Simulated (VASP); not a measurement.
Set up this calculation in VASP 6.6.1, as the native input.

```yaml
Task: relaxation of cell and atoms
Functional: PBEsol
Dispersion: D4
Potentials_or_basis: VASP PAW PBE potentials, release 64 (Ba_sv)
Cutoff: 600 eV
k_mesh: 8 × 8 × 8
Occupations: fermi-dirac, width 0.05 eV
Spin: no spin polarisation
Dipole_correction: no
Further_INCAR_settings: ALGO = Normal; EDIFF = 1e-06; IBRION = 2; EDIFFG = -0.01; NSW = 60; ISIF = 3
```

The structure of Ba lies in POSCAR:

```
Ba
1.0
   -2.5065000000      2.5065000000      2.5065000000
    2.5065000000     -2.5065000000      2.5065000000
    2.5065000000      2.5065000000     -2.5065000000
Ba
1
Direct
    0.0000000000      0.0000000000      0.0000000000
```

One way to write it, as run:

INCAR

```
PREC = Accurate
ENCUT = 600
EDIFF = 1E-6
ISMEAR = -1
SIGMA = 0.05
LREAL = F
LASPH = T
NELM = 100
ALGO = Normal
ISIF = 3
LWAVE = F
LCHARG = F
GGA = PS
IVDW = 13
IBRION = 2
NSW = 60
EDIFFG = -0.01
```

KPOINTS

```
Automatic mesh
0
Gamma
  8 8 8
```

Potentials or basis: VASP PAW PBE potentials, release 64 (Ba_sv).

The run is started by

```sh
$ cat potpaw_PBE.64/Ba_sv/POTCAR > POTCAR
$ mpirun -np 1 vasp_std > vasp.out
```

Results of the run:

```
Relaxed volume                         : 57.12 Å³/atom
Relaxed cell                           : a = 4.202 Å, b = 4.202 Å, c = 4.202 Å, α = 109.47°, β = 109.47°, γ = 109.47°
Space group after relaxing (to 0.05 Å) : Im-3m (No. 229)
Energy gained by relaxing              : -6.9 meV/atom
Ionic steps                            : 3
Pressure after relaxing                : 0.0 GPa
Band gap on the k mesh                 : zero (band 5 reaches 2.48 eV, above the bottom of band 6 at 1.18 eV)
Dispersion energy per atom             : -0.077 eV
```

Caveat: the PAW data sets were made with another functional, which shifts forces and pressure a little; spin-orbit coupling is left out, which moves the levels of the heavy elements; pairwise dispersion overbinds metals, which lowers pressure and volume.

It took 46 s on 1 thread of Intel Xeon 6975P-C, on a shared host, peak memory 0.21 GiB.
